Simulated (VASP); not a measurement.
A run of VASP 6.6.1:

Contents of POSCAR:

```
WS2
1.0
    3.1814117282      0.0000000000      0.0000000000
   -1.5907058641      2.7551833765      0.0000000000
    0.0000000000      0.0000000000     23.6881463475
W S
2 4
Direct
    0.3333333333      0.6666666667      0.6379434935
    0.6666666667      0.3333333333      0.3620565065
    0.3333333333      0.6666666667      0.2978255800
    0.6666666667      0.3333333333      0.5736868926
    0.3333333333      0.6666666667      0.4294792480
    0.6666666667      0.3333333333      0.7053405606
```

The input INCAR.step1:

```
PREC = Accurate
ENCUT = 520
ISMEAR = 0
SIGMA = 0.05
LREAL = F
LASPH = T
NELM = 60
NBANDS = 35
GGA = PE
ALGO = Normal
EDIFF = 1E-4
LWAVE = T
LCHARG = F
```

Contents of INCAR.step2:

```
PREC = Accurate
ENCUT = 520
EDIFF = 1E-6
ISMEAR = 0
SIGMA = 0.05
LREAL = F
LASPH = T
NELM = 60
ALGO = Normal
ISIF = 2
LWAVE = F
LCHARG = F
METAGGA = R2SCAN
LMIXTAU = T
NBANDS = 35
ISTART = 1
```

The input KPOINTS:

```
regular mesh
0
Gamma
  12 12 2
```

Potentials or basis: VASP PAW PBE potentials, release 64 (W_sv, S).

The run is started by

```bash
$ cat potpaw_PBE.64/W_sv/POTCAR potpaw_PBE.64/S/POTCAR > POTCAR
$ cp INCAR.step1 INCAR
$ mpirun -np 1 vasp_std > vasp.out
$ cp INCAR.step2 INCAR
$ mpirun -np 1 vasp_std > vasp.out
```

Hardware: 1 thread of Oxide Virtual Turin-like Processor (shared host).

**Question.** How long does it take, and how much memory?

**Answer.** Run time: 40 min on 1 thread of Oxide Virtual Turin-like Processor, on a shared host, peak memory 0.45 GiB. Counts: k points 38.
